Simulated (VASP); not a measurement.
# Sc12H (a cell with a defect) in VASP: further runs

Runs on Sc12H (a cell with a defect). Level: PBEsol. Tasks: single point.

All numbers are computed with VASP 6.6.1; they aren't measurements. Logs are shortened: lines on timing, memory, paths and dates and some standing lists are left out, and cuts for length are marked.

### 1 The cell of the first run

The cell holds a defect, 13 atoms: a = 6.620 Å, b = 9.930 Å, c = 5.276 Å, α = 90.00°, β = 90.00°, γ = 120.00°.

### 2 Single point, PBEsol

Input file INCAR:

```
SYSTEM = Sc12H
PREC = Accurate
ENCUT = 520
EDIFF = 1E-6
ISMEAR = 0
SIGMA = 0.1
LREAL = .FALSE.
LASPH = .TRUE.
NELM = 80
ALGO = Normal
ISIF = 2
LWAVE = .FALSE.
LCHARG = .TRUE.
GGA = PS
LELF = .TRUE.
LVHAR = .TRUE.
NBANDS = 78
```

Input file KPOINTS:

```
regular mesh
0
G
  3 2 3
  0 0 0
```

Input file POSCAR:

```
Sc12H
1.0
    6.6200000000      0.0000000000      0.0000000000
   -4.9650000000      8.5996320000      0.0000000000
    0.0000000000      0.0000000000      5.2761400000
Sc H
12 1
Direct
   -0.0006160349      0.0006330355      0.0023265502
    0.1649761010      0.2216057002      0.5014650551
   -0.0002163928      0.3321162094      0.0000535191
    0.1668020443      0.5550498979      0.5033016335
    0.0004606381      0.6664852051      0.0036594111
    0.1677862731      0.8891909392      0.5060953485
    0.5028648206      0.0005618733      0.0017299562
    0.6683431461      0.2215047652      0.5008612674
    0.5000830152      0.3329997672     -0.0029682479
    0.6672914796      0.5557072822      0.4994149470
    0.5008657153      0.6670927715     -0.0001365999
    0.6680235295      0.8900620088      0.5031521520
    0.8340073647      0.1110488444      0.7518045076
```

Potentials or basis: VASP PAW PBE potentials, release 64 (Sc_sv, H).

Run with:

```bash
$ cat potpaw_PBE.64/Sc_sv/POTCAR potpaw_PBE.64/H/POTCAR > POTCAR
$ mpirun -np 1 vasp_std > vasp.out
```

OUTCAR:

```text
SYSTEM = Sc12H
   PREC = Accurate
   ENCUT = 520
   EDIFF = 1E-6
   ISMEAR = 0
   LREAL = .FALSE.
   LASPH = .TRUE.
   NELM = 80
   ISIF = 2
   GGA = PS

 ion  position               nearest neighbor table
   1  0.999  0.001  0.002-  12 3.25   2 3.25   6 3.25  12 3.25   2 3.25   6 3.28   7 3.29   3 3.29
                            11 3.31   9 3.31   5 3.32   7 3.33
   2  0.165  0.222  0.501-   3 3.24   9 3.24   1 3.25   1 3.25   3 3.26   9 3.28   8 3.29  12 3.29
                             4 3.31   6 3.31  10 3.32   8 3.33
   3  1.000  0.332  0.000-   2 3.24   4 3.25   8 3.25   8 3.25   2 3.26   4 3.27   1 3.29   7 3.29
                             9 3.31   9 3.31   5 3.32  11 3.32
   4  0.167  0.555  0.503-  11 3.25   3 3.25   5 3.26   5 3.26  11 3.27   3 3.27   2 3.31   8 3.31
                            10 3.31  10 3.31   6 3.31  12 3.32
   5  0.000  0.666  0.004-  10 3.24   6 3.25   4 3.26   4 3.26   6 3.27  10 3.28  11 3.31  11 3.31
                             9 3.31   3 3.32   1 3.32   7 3.32
   6  0.168  0.889  0.506-   7 3.24   1 3.25   5 3.25   5 3.27   1 3.28   7 3.28   8 3.31  12 3.31
                             2 3.31  10 3.31  12 3.31   4 3.31
   7  0.503  0.001  0.002-  12 3.24   6 3.24   8 3.25   8 3.25  12 3.26   6 3.28   1 3.29   3 3.29
                            11 3.30   9 3.31   5 3.32   1 3.33
   8  0.668  0.222  0.501-   7 3.25   3 3.25   9 3.25   3 3.25   7 3.25   9 3.28   2 3.29  12 3.29
                             4 3.31   6 3.31  10 3.32   2 3.33
   9  0.500  0.333  0.997-   2 3.24   8 3.25  10 3.25  10 3.27   8 3.28   2 3.28   3 3.31   1 3.31
                             7 3.31   5 3.31   3 3.31  11 3.31
  10  0.667  0.556  0.499-   5 3.24   9 3.25  11 3.26  11 3.26   9 3.27   5 3.28   4 3.31   4 3.31
                             6 3.31  12 3.32   2 3.32   8 3.32
  11  0.501  0.667  1.000-   4 3.25  12 3.25  10 3.26  10 3.26   4 3.27  12 3.28   7 3.30   1 3.31
                             5 3.31   5 3.31   9 3.31   3 3.32
  12  0.668  0.890  0.503-   7 3.24  11 3.25   1 3.25   1 3.25   7 3.26  11 3.28   8 3.29   2 3.29
                             6 3.31   6 3.31  10 3.32   4 3.32
  13  0.834  0.111  0.752-

  LATTYP: Found a simple monoclinic cell.
 ALAT       =     6.6200000000
 B/A-ratio  =     0.7970000000
 C/A-ratio  =     1.3228756170
 COS(beta)  =    -0.1889822420

  Lattice vectors:

 A1 = (   6.6200000000,   0.0000000000,   0.0000000000)
 A2 = (   0.0000000000,   0.0000000000,   5.2761400000)
 A3 = (  -1.6550000000,  -8.5996320000,   0.0000000000)

Analysis of symmetry for initial positions (statically):
=====================================================================
 Subroutine PRICEL returns:
 Original cell was already a primitive cell.

 Routine SETGRP: Setting up the symmetry group for a
 simple monoclinic supercell.

 Subroutine GETGRP returns: Found  1 space group operations
 (whereof  1 operations were pure point group operations)
 out of a pool of  4 trial point group operations.

The static configuration has the point symmetry C_1 .

Analysis of symmetry for dynamics (positions and initial velocities):
=====================================================================
 Subroutine PRICEL returns:
 Original cell was already a primitive cell.

 Routine SETGRP: Setting up the symmetry group for a
 simple monoclinic supercell.

 Subroutine GETGRP returns: Found  1 space group operations
 (whereof  1 operations were pure point group operations)
 out of a pool of  4 trial point group operations.

The dynamic configuration has the point symmetry C_1 .

 Subroutine INISYM returns: Found  1 space group operations
 (whereof  1 operations are pure point group operations),
 and found     1 'primitive' translations

----------------------------------------------------------------------------------------

                                     Primitive cell

  volume of cell :     300.3683

  direct lattice vectors                    reciprocal lattice vectors
     6.620000000  0.000000000  0.000000000     0.151057402  0.087213034  0.000000000
    -4.965000000  8.599632000  0.000000000     0.000000000  0.116284046  0.000000000
     0.000000000  0.000000000  5.276140000     0.000000000  0.000000000  0.189532499

  length of vectors
     6.620000000  9.929999775  5.276140000     0.174426065  0.116284046  0.189532499

  position of ions in fractional coordinates (direct lattice)
     0.999383965  0.000633036  0.002326550
     0.164976101  0.221605700  0.501465055
[... 66 lines left out ...]
 -----------------------------------------------------------------------------

 Subroutine IBZKPT returns following result:
 ===========================================

 Found     10 irreducible k-points:

 Following reciprocal coordinates:
            Coordinates               Weight
  0.000000  0.000000  0.000000      1.000000
  0.333333  0.000000  0.000000      2.000000
  0.000000  0.500000  0.000000      1.000000
  0.333333  0.500000  0.000000      2.000000
  0.000000  0.000000  0.333333      2.000000
  0.333333  0.000000  0.333333      2.000000
 -0.333333 -0.000000  0.333333      2.000000
  0.000000  0.500000  0.333333      2.000000
  0.333333  0.500000  0.333333      2.000000
 -0.333333  0.500000  0.333333      2.000000
   k-points           NKPTS =     10   k-points in BZ     NKDIM =     10   number of bands    NBANDS=     78
   number of dos      NEDOS =    301   number of ions     NIONS =     13
   total plane-waves  NPLWV = 160000
   dimension x,y,z NGX =    50 NGY =   80 NGZ =   40
   dimension x,y,z NGXF=   100 NGYF=  160 NGZF=   80
   ions per type =              12   1
   NGX,Y,Z   is equivalent  to a cutoff of  12.56, 13.39, 12.60 a.u.
   NGXF,Y,Z  is equivalent  to a cutoff of  25.11, 26.79, 25.21 a.u.
 SYSTEM =  Sc12H
   PREC   = accura    normal or accurate (medium, high low for compatibility)
   ISTART =      0    job   : 0-new  1-cont  2-samecut
   ICHARG =      2    charge: 1-file 2-atom 10-const
   ISPIN  =      1    spin polarized calculation?
   LNONCOLLINEAR =      F non collinear calculations
   LSORBIT =      F    spin-orbit coupling
   LASPH  =      T    aspherical Exc in radial PAW
   ENCUT  =  520.0 eV  38.22 Ry    6.18 a.u.  12.31 18.46  9.81*2*pi/ulx,y,z
   NELM   =     80;   NELMIN=  2; NELMDL= -5     # of ELM steps
   EDIFF  = 0.1E-05   stopping-criterion for ELM
   LREAL  =      F    real-space projection
   EDIFFG = 0.1E-04   stopping-criterion for IOM
   NSW    =      0    number of steps for IOM
   IBRION =     -1    ionic relax: 0-MD 1-quasi-New 2-CG
   NFREE  =      0    steps in history (QN), initial steepest desc. (CG)
   ISIF   =      2    stress and relaxation
   ISYM   =      2    0-nonsym 1-usesym 2-fastsym
   POTIM  = 0.5000    time-step for ionic-motion
   TEBEG  =    0.0;   TEEND  =   0.0 temperature during run
   PSTRESS=    0.0 pullay stress
   NELECT =     133.0000    total number of electrons
   NUPDOWN=      -1.0000    fix difference up-down
   EMIN   =  10.00;   EMAX   =-10.00  energy-range for DOS
   EFERMI =   0.00;   METHOD = LEGACY
   ISMEAR =     0;   SIGMA  =   0.10  broadening in eV -4-tet -1-fermi 0-gaus
   EFERMI_NEDOS =   21; number of points for ismear=-14 and -15
   IALGO  =     38    algorithm
   IMIX   =      4    mixing-type and parameters
     AMIX     =   0.40;   BMIX     =  1.00
     AMIX_MAG =   1.60;   BMIX_MAG =  1.00
  volume/ion in A,a.u.               =      23.11       155.92
  Fermi-wavevector in a.u.,A,eV,Ry     =   1.247788  2.357977 21.183915  1.556974
  Thomas-Fermi vector in A             =   2.381904
   LORBIT       =      0    0 simple, 1 ext, 2 COOP (PROOUT), +10 PAW based schemes
   GGA     = PS    functional components
   LHFCALC =     F    Hartree Fock is set to
   AEXX    =    0.0000 exact exchange contribution
   IVDW    =     0    specifies the selected vdW correction
   LEPSILON=     F    determine dielectric tensor
   LRPA    =     F    only Hartree local field effects (RPA)
 non-spin polarized calculation
 Gauss-broadening in eV      SIGMA  =   0.10
  energy-cutoff  :      520.00
  volume of cell :      300.37
 maximum number of plane-waves:      8103
 NGX is ok and might be reduce to    50
   NGX = 25   NGY = 37   NGZ = 19

 number of electron     133.0000003 magnetization

 Free energy of the ion-electron system (eV)
  ---------------------------------------------------
  ext. energy  EPLUGINS =         0.00000000
  ---------------------------------------------------
  free energy    TOTEN  =       -83.25505936 eV

  energy without entropy =      -83.10766298  energy(sigma->0) =      -83.18136117

 E-fermi :   3.5414     XC(G=0):  -9.9750

 val. band max:        3.5369151503   @ k =   0.3333   0.5000   0.0000
 cond. band min:       3.5482428797   @ k =  -0.3333  -0.0000   0.3333
 fundamental gap:      0.0113277294
 Fermi energy:         3.5414332750

 k-point     1 :       0.0000    0.0000    0.0000
  band No.  band energies     occupation
      1     -45.6927      2.00000
      2     -45.6547      2.00000
      3     -45.6544      2.00000
      4     -45.6471      2.00000
      5     -45.6363      2.00000
      6     -45.6310      2.00000
[... 799 lines left out ...]
     77       4.4976      0.00000
     78       4.5583      0.00000

------------------------ aborting loop because EDIFF is reached ----------------------------------------

  FORCE on cell =-STRESS in cart. coord.  units (eV):
  Direction    XX          YY          ZZ          XY          YZ          ZX
  --------------------------------------------------------------------------------------
  -------------------------------------------------------------------------------------
  Total       -5.0813719     -5.1216177     -7.1699885      0.0349391      0.0168901      0.0480272
  in kB      -27.1042502    -27.3189227    -38.2450182      0.1863669      0.0900925      0.2561793
  external PRESSURE =     -30.8893970 kB  Pullay stress =       0.0000000 kB

 VOLUME and BASIS-vectors are now :
 -----------------------------------------------------------------------------
  energy-cutoff  :      520.00
  volume of cell :      300.37
      direct lattice vectors                 reciprocal lattice vectors
     6.620000000  0.000000000  0.000000000     0.151057402  0.087213034  0.000000000
    -4.965000000  8.599632000  0.000000000     0.000000000  0.116284046  0.000000000
     0.000000000  0.000000000  5.276140000     0.000000000  0.000000000  0.189532499

 POSITION                                       TOTAL-FORCE (eV/Angst)
 -----------------------------------------------------------------------------------
      6.61278      0.00544      0.01228         0.004982     -0.000420      0.002975
     -0.00813      1.90573      2.64580         0.001879     -0.000713      0.001272
      4.96961      2.85608      0.00028         0.000720     -0.000225     -0.000467
     -1.65159      4.77322      2.65549         0.002231      0.003365     -0.000077
     -3.30605      5.73153      0.01931         0.002031      0.000370     -0.000501
     -3.30409      7.64671      2.67023        -0.000294     -0.002287      0.001164
      3.32618      0.00483      0.00913        -0.003058      0.000620     -0.001125
      3.32466      1.90486      2.64261        -0.002834      0.000483     -0.002504
      1.65721      2.86368      5.26048        -0.000187      0.001128     -0.000394
      1.65838      4.77888      2.63498        -0.001511     -0.000147      0.001401
      0.00362      5.73675      5.27542        -0.001176     -0.001916     -0.000245
      0.00316      7.65421      2.65470        -0.001363     -0.000643      0.000892
      4.96977      0.95498      3.96663        -0.001418      0.000385     -0.002390
 -----------------------------------------------------------------------------------
    total drift:                               -0.000189      0.000137     -0.000569

  FREE ENERGIE OF THE ION-ELECTRON SYSTEM (eV)
  ---------------------------------------------------
  free  energy   TOTEN  =       -83.2550593637 eV

  energy  without entropy=      -83.1076629827  energy(sigma->0) =      -83.18136117
```

It took 12 min on 1 thread of AMD EPYC 7R43 (Zen 3), shared host; peak memory 0.43 GiB.

What came out:

| Property | Result |
| --- | --- |
| Free energy | -83.2551 eV |
| Pressure | -3.1 GPa |
| Largest force | 0.006 eV/Å |
| Band gap on the k mesh | zero (an odd number of electrons rules out a gap without spin polarisation) |

Forces in eV/Å, atoms in the order of the input:
```
Sc   0.005  0.000  0.003
Sc   0.002 -0.001  0.001
Sc   0.001  0.000  0.000
Sc   0.002  0.003  0.000
Sc   0.002  0.000 -0.001
Sc   0.000 -0.002  0.001
Sc  -0.003  0.001 -0.001
Sc  -0.003  0.000 -0.003
Sc   0.000  0.001  0.000
Sc  -0.002  0.000  0.001
Sc  -0.001 -0.002  0.000
Sc  -0.001 -0.001  0.001
H   -0.001  0.000 -0.002
```

Stress tensor (GPa, compression positive):
```
-2.71  0.02  0.03
 0.02 -2.73  0.01
 0.03  0.01 -3.82
```

Levels at points of the mesh, in eV from the Fermi level:
```
           k point  band 62  band 63  band 64  band 65  band 66  band 67  band 68  band 69  band 70  band 71
(0.00, 0.00, 0.00)    -0.56    -0.53    -0.49    -0.46    -0.31    -0.30    -0.29     0.06     0.07     0.35
(0.00, 0.50, 0.00)    -0.56    -0.56    -0.53    -0.34    -0.30    -0.29    -0.28    -0.05     0.06     0.84
```

Caveat: the k points lie up to 0.40 Å⁻¹ apart, too coarse for converged energies and pressures of a metal; the PAW data sets were made with another functional, which shifts forces and pressure a little.

### 3 Single point, PBEsol

Input file INCAR:

```
PREC = Accurate ; ENCUT = 520
EDIFF = 1E-6 ; ISMEAR = 0
SIGMA = 0.1 ; LREAL = F
LASPH = T ; NELM = 60
ALGO = Normal ; ISIF = 2
LWAVE = F ; LCHARG = F
GGA = PS ; NBANDS = 78
```

Input file KPOINTS:

```
Automatic mesh
0
Gamma
  3 2 3
```

Input file POSCAR:

```
Sc12H
1.0
    6.6200000000      0.0000000000      0.0000000000
   -4.9650000000      8.5996320000      0.0000000000
    0.0000000000      0.0000000000      5.2761400000
Sc H
12 1
Direct
   -0.0001830719      0.0013543204     -0.0009929777
    0.1650830092      0.2222648916      0.4998537660
    0.0000054994      0.3327747069      0.0016857055
    0.1671435092      0.5558141391      0.4983394809
    0.0007536549      0.6672340856     -0.0020034284
    0.1680229529      0.8898928109      0.4954060257
    0.5031900739      0.0014105473      0.0000967728
    0.6684829116      0.2222956787      0.5008982209
    0.5002767082      0.3337825068      0.0045931579
    0.6674738882      0.5564383829      0.5021244572
    0.5011472262      0.6678558563      0.0018288567
    0.6683573757      0.8909233400      0.4983404758
    0.8343649525      0.1120476135      0.2499614864
```

Potentials or basis: VASP PAW PBE potentials, release 64 (Sc_sv, H).

Run with:

```bash
$ cat potpaw_PBE.64/Sc_sv/POTCAR potpaw_PBE.64/H/POTCAR > POTCAR
$ mpirun -np 1 vasp_std > vasp.out
```

OUTCAR:

```text
PREC = Accurate
   ENCUT = 520
   EDIFF = 1E-6
   ISMEAR = 0
   LREAL = F
   LASPH = T
   NELM = 60
   ISIF = 2
   GGA = PS

 ion  position               nearest neighbor table
   1  1.000  0.001  0.999-   2 3.25  12 3.25   6 3.25  12 3.25   2 3.25   6 3.28   7 3.29   3 3.29
                            11 3.31   9 3.31   5 3.32   7 3.33
   2  0.165  0.222  0.500-   3 3.24   9 3.24   1 3.25   1 3.25   3 3.26   9 3.28   8 3.29  12 3.29
[... 1062 lines left out ...]

 VOLUME and BASIS-vectors are now :
 -----------------------------------------------------------------------------
  energy-cutoff  :      520.00
  volume of cell :      300.37
      direct lattice vectors                 reciprocal lattice vectors
     6.620000000  0.000000000  0.000000000     0.151057402  0.087213034  0.000000000
    -4.965000000  8.599632000  0.000000000     0.000000000  0.116284046  0.000000000
     0.000000000  0.000000000  5.276140000     0.000000000  0.000000000  0.189532499

 POSITION                                       TOTAL-FORCE (eV/Angst)
 -----------------------------------------------------------------------------------
      6.61206      0.01165      5.27090         0.001050      0.000811     -0.000016
     -0.01070      1.91140      2.63730         0.003992      0.003075      0.003810
     -1.65219      2.86174      0.00889        -0.000728      0.003967     -0.002309
     -1.65313      4.77980      2.62931         0.000384      0.001406      0.000628
     -3.30783      5.73797      5.26557         0.002420     -0.001212     -0.001278
     -3.30601      7.65275      2.61383         0.000003     -0.000918      0.000588
      3.32411      0.01213      0.00051        -0.003060     -0.002224     -0.003380
      3.32166      1.91166      2.64281        -0.001067      0.000668      0.001692
      1.65460      2.87041      0.02423         0.001147      0.001076     -0.000819
      1.65596      4.78517      2.64928        -0.000300      0.001184      0.000879
      0.00169      5.74331      0.00965        -0.001680     -0.001011     -0.002006
      0.00109      7.66161      2.62931        -0.001452     -0.004056      0.001777
      4.96718      0.96357      1.31883        -0.000709     -0.002765      0.000433
 -----------------------------------------------------------------------------------
    total drift:                               -0.000175     -0.000352      0.000099

  FREE ENERGIE OF THE ION-ELECTRON SYSTEM (eV)
  ---------------------------------------------------
  free  energy   TOTEN  =       -83.2550604870 eV

  energy  without entropy=      -83.1076851691  energy(sigma->0) =      -83.18137283
```

OSZICAR:

```text
N       E                     dE             d eps       ncg     rms          rms(c)
DAV:   1     0.310104831603E+04    0.31010E+04   -0.56479E+04  1568   0.179E+03
DAV:   2     0.177036507775E+03   -0.29240E+04   -0.29006E+04  2296   0.865E+02
DAV:   3    -0.756832569777E+02   -0.25272E+03   -0.24618E+03  2538   0.360E+02
DAV:   4    -0.922204455331E+02   -0.16537E+02   -0.15519E+02  2560   0.687E+01
DAV:   5    -0.933923839511E+02   -0.11719E+01   -0.11028E+01  2560   0.171E+01    0.196E+01
DAV:   6    -0.843811551305E+02    0.90112E+01   -0.21809E+01  1908   0.280E+01    0.584E+00
DAV:   7    -0.835949476393E+02    0.78621E+00   -0.63389E+00  2192   0.147E+01    0.348E+00
DAV:   8    -0.833140312729E+02    0.28092E+00   -0.16210E+00  2352   0.649E+00    0.186E+00
DAV:   9    -0.832854777438E+02    0.28554E-01   -0.38475E-01  2152   0.405E+00    0.103E+00
DAV:  10    -0.832576944139E+02    0.27783E-01   -0.19581E-01  2160   0.277E+00    0.396E-01
DAV:  11    -0.832559799960E+02    0.17144E-02   -0.33992E-02  2184   0.123E+00    0.236E-01
DAV:  12    -0.832551188113E+02    0.86118E-03   -0.89608E-03  2128   0.694E-01    0.108E-01
DAV:  13    -0.832550470885E+02    0.71723E-04   -0.19350E-03  2144   0.349E-01    0.555E-02
DAV:  14    -0.832550578914E+02   -0.10803E-04   -0.32157E-04  2536   0.131E-01    0.244E-02
DAV:  15    -0.832550624280E+02   -0.45366E-05   -0.87204E-05  2144   0.788E-02    0.147E-02
DAV:  16    -0.832550607973E+02    0.16307E-05   -0.37780E-05  2152   0.490E-02    0.679E-03
DAV:  17    -0.832550604870E+02    0.31029E-06   -0.82833E-06  1616   0.244E-02
   1 F= -.83255060E+02 E0= -.83181373E+02  d E =-.147375E+00
```

It took 13 min on 1 thread of AMD EPYC 7R43 (Zen 3), shared host; peak memory 0.42 GiB.

What came out:

```yaml
Free_energy: -83.2551 eV
Pressure: -3.1 GPa
Largest_force: 0.006 eV/Å
Band_gap_on_the_k_mesh: zero (an odd number of electrons rules out a gap without spin polarisation)
```

Forces in eV/Å, atoms in the order of the input:
```
Sc   0.001  0.001  0.000
Sc   0.004  0.003  0.004
Sc  -0.001  0.004 -0.002
Sc   0.000  0.001  0.001
Sc   0.002 -0.001 -0.001
Sc   0.000 -0.001  0.001
Sc  -0.003 -0.002 -0.003
Sc  -0.001  0.001  0.002
Sc   0.001  0.001 -0.001
Sc   0.000  0.001  0.001
Sc  -0.002 -0.001 -0.002
Sc  -0.001 -0.004  0.002
H   -0.001 -0.003  0.000
```

Stress tensor (GPa, compression positive):
```
-2.71  0.02 -0.02
 0.02 -2.73 -0.01
-0.02 -0.01 -3.82
```

Caveat: the k points lie up to 0.40 Å⁻¹ apart, too coarse for converged energies and pressures of a metal; the PAW data sets were made with another functional, which shifts forces and pressure a little.

(Part 1 of 2 ends here.)
